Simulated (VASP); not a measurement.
# CuF in VASP: notebook, part 2 of 2

VASP 6.6.1. The steps go on from the part before.

## Step 3: Single point, PBEsol-based screened hybrid

This run uses another cell than the first one, of 10.00 Å³/atom, 0.862 times its volume.

The input, POSCAR:

```
CuF
1.0
    2.7132603249      0.0000000000      0.0000000000
    0.0000000000      2.7132603249      0.0000000000
    0.0000000000      0.0000000000      2.7168757326
Cu F
1 1
Direct
    0.0000000000      0.0000000000      0.0000000000
    0.5000000000      0.5000000000      0.5000000000
```

The input, INCAR.step1:

```
PREC     = Accurate       # precision mode
ENCUT    = 520            # plane-wave cutoff, eV
EDIFF    = 1E-5           # SCF threshold, eV
ISMEAR   = -1             # smearing method
SIGMA    = 0.05           # smearing width, eV
LREAL    = False          # projectors in reciprocal space
LASPH    = True           # aspherical terms in the spheres
NELM     = 100            # most SCF steps
ALGO     = Normal         # electronic algorithm
ISIF     = 2              # what is computed and relaxed
LWAVE    = True           # write WAVECAR
NBANDS   = 16             # bands
GGA      = PE             # functional
```

The input, INCAR.step2:

```
PREC     = Accurate       # precision mode
ENCUT    = 520            # plane-wave cutoff, eV
EDIFF    = 1E-6           # SCF threshold, eV
ISMEAR   = -1             # smearing method
SIGMA    = 0.05           # smearing width, eV
LREAL    = False          # projectors in reciprocal space
LASPH    = True           # aspherical terms in the spheres
NELM     = 100            # most SCF steps
ALGO     = Normal         # electronic algorithm
ISIF     = 2              # what is computed and relaxed
LWAVE    = False          # write WAVECAR
LCHARG   = True           # write CHGCAR
GGA      = PS             # functional
LHFCALC  = True           # exact exchange
AEXX     = 0.25           # exact-exchange fraction
HFSCREEN = 0.207          # screening, 1/A
PRECFOCK = Normal       
LELF     = True           # ELF
LVHAR    = True         
NBANDS   = 16             # bands
ISTART   = 1
```

The input, KPOINTS:

```
Automatic mesh
0
Gamma
  6 6 4
```

Potentials or basis: VASP PAW PBE potentials, release 64 (Cu, F).

On the command line:

```
cat potpaw_PBE.64/Cu/POTCAR potpaw_PBE.64/F/POTCAR > POTCAR
cp INCAR.step1 INCAR
mpirun -np 1 vasp_std > vasp.out
cp INCAR.step2 INCAR
mpirun -np 1 vasp_std > vasp.out
```

OUTCAR:

```text
PREC = Accurate
   ENCUT = 520
   EDIFF = 1E-6
   ISMEAR = -1
   LREAL = False
   LASPH = True
   NELM = 100
   ISIF = 2
   GGA = PS
   LHFCALC = True
   AEXX = 0.25
   HFSCREEN = 0.207
   PRECFOCK = Normal
   ISTART = 1

 ion  position               nearest neighbor table
   1  0.000  0.000  0.000-
   2  0.500  0.500  0.500-

  LATTYP: Found a simple tetragonal cell.
 ALAT       =     2.7132603249
 C/A-ratio  =     1.0013324957

  Lattice vectors:

 A1 = (   2.7132603249,   0.0000000000,   0.0000000000)
 A2 = (   0.0000000000,   2.7132603249,   0.0000000000)
 A3 = (   0.0000000000,   0.0000000000,   2.7168757326)

Analysis of symmetry for initial positions (statically):
=====================================================================
 Subroutine PRICEL returns:
 Original cell was already a primitive cell.

[... 170 lines left out ...]
  ext. energy  EPLUGINS =         0.00000000
  ---------------------------------------------------
  free energy    TOTEN  =        -9.24459870 eV

  energy without entropy =       -9.24188410  energy(sigma->0) =       -9.24324140

 E-fermi :   3.9810     XC(G=0):  -9.9579

 val. band max:        3.8720158038   @ k =   0.5000   0.5000   0.5000
 cond. band min:       5.0453506146   @ k =   0.1667   0.0000   0.0000
 fundamental gap:      1.1733348108
 Fermi energy:         3.9810214099

 k-point     1 :       0.0000    0.0000    0.0000
  band No.  band energies     occupation
      1     -22.3144      2.00000
      2      -1.0306      2.00000
      3      -1.0099      2.00000
      4      -1.0099      2.00000
      5       1.6066      2.00000
      6       1.6113      2.00000
[... 433 lines left out ...]
      3      -3.2367      2.00000
      4      -0.4891      2.00000
      5       1.9539      2.00000
      6       2.2298      2.00000
[... 8 lines left out ...]
     15      30.2490      0.00000
     16      30.2536      0.00000

 [... further k-points ...]

------------------------ aborting loop because EDIFF is reached ----------------------------------------

  FORCE on cell =-STRESS in cart. coord.  units (eV):
  Direction    XX          YY          ZZ          XY          YZ          ZX
  --------------------------------------------------------------------------------------
  -------------------------------------------------------------------------------------
  Total       -0.0014359     -0.0014359     -0.0134014      0.0000000     -0.0000000      0.0000000
  in kB       -0.1150245     -0.1150245     -1.0735129      0.0000000     -0.0000000      0.0000000
  external PRESSURE =      -0.4345206 kB  Pullay stress =       0.0000000 kB

 VOLUME and BASIS-vectors are now :
 -----------------------------------------------------------------------------
  energy-cutoff  :      520.00
  volume of cell :       20.00
      direct lattice vectors                 reciprocal lattice vectors
     2.713260325  0.000000000  0.000000000     0.368560286  0.000000000  0.000000000
     0.000000000  2.713260325  0.000000000     0.000000000  0.368560286  0.000000000
     0.000000000  0.000000000  2.716875733     0.000000000  0.000000000  0.368069834

 POSITION                                       TOTAL-FORCE (eV/Angst)
 -----------------------------------------------------------------------------------
      0.00000      0.00000      0.00000         0.000000      0.000000      0.000000
      1.35663      1.35663      1.35844         0.000000      0.000000      0.000000
 -----------------------------------------------------------------------------------
    total drift:                               -0.000001      0.000010     -0.000005

  FREE ENERGIE OF THE ION-ELECTRON SYSTEM (eV)
  ---------------------------------------------------
  free  energy   TOTEN  =        -9.2445986963 eV

  energy  without entropy=       -9.2418840990  energy(sigma->0) =       -9.24324140
```

OSZICAR.step1:

```text
N       E                     dE             d eps       ncg     rms          rms(c)
DAV:   1     0.104617224283E+03    0.10462E+03   -0.95777E+03  1064   0.179E+03
DAV:   2    -0.284253413923E+01   -0.10746E+03   -0.96883E+02  1040   0.307E+02
DAV:   3    -0.778864661990E+01   -0.49461E+01   -0.47532E+01  1088   0.682E+01
DAV:   4    -0.784075474944E+01   -0.52108E-01   -0.52101E-01  1144   0.673E+00
DAV:   5    -0.784163864735E+01   -0.88390E-03   -0.88389E-03  1256   0.867E-01    0.614E+00
DAV:   6    -0.736958403855E+01    0.47205E+00   -0.36414E+00  1256   0.482E+01    0.502E+00
DAV:   7    -0.695842863733E+01    0.41116E+00   -0.11242E+00  1128   0.346E+01    0.950E-01
DAV:   8    -0.695070443081E+01    0.77242E-02   -0.59414E-02  1040   0.216E+00    0.409E-01
DAV:   9    -0.694653857475E+01    0.41659E-02   -0.46661E-03  1320   0.130E+00    0.887E-02
DAV:  10    -0.694648625509E+01    0.52320E-04   -0.68316E-04  1224   0.436E-01    0.409E-02
DAV:  11    -0.694650401259E+01   -0.17757E-04   -0.10519E-04  1360   0.214E-01    0.342E-02
DAV:  12    -0.694648622636E+01    0.17786E-04   -0.40234E-05   952   0.837E-02    0.172E-03
DAV:  13    -0.694648633836E+01   -0.11200E-06   -0.98920E-07   552   0.919E-03
   1 F= -.69464863E+01 E0= -.69410010E+01  d E =-.109707E-01
```

It took 15 min on 1 thread of Intel Xeon Platinum 8375C at 2.90GHz (Ice Lake), shared host; peak memory 0.24 GiB.

Results:

```
Free energy            : -9.2446 eV
Pressure               : 0.0 GPa
Band gap on the k mesh : zero (band 9 reaches 3.87 eV, above the bottom of band 10 at 3.75 eV)
```

Stress tensor (GPa, compression positive):
```
-0.01  0.00  0.00
 0.00 -0.01  0.00
 0.00  0.00 -0.11
```

Levels at points of the mesh, in eV from the Fermi level:
```tsv
k point	band 7	band 8	band 9	band 10	band 11	band 12
(0.00, 0.00, 0.00)	-0.79	-0.79	-0.78	-0.23	17.46	17.49
(0.50, 0.00, 0.00)	-0.63	-0.50	-0.49	6.03	7.18	19.13
(0.50, 0.50, 0.00)	-1.24	-1.24	-0.16	7.15	10.87	10.87
(0.00, 0.00, 0.50)	-0.64	-0.49	-0.49	6.03	7.16	19.14
(0.50, 0.00, 0.50)	-1.24	-1.24	-0.16	7.14	10.86	10.88
(0.50, 0.50, 0.50)	-0.32	-0.12	-0.11	8.80	8.80	8.80
```

Caveat: the k points lie up to 0.58 Å⁻¹ apart; the PAW data sets were made with another functional, which shifts forces and pressure a little; semilocal functionals often make such compounds metallic where correlation or magnetic order opens a gap, which also shifts bond lengths.
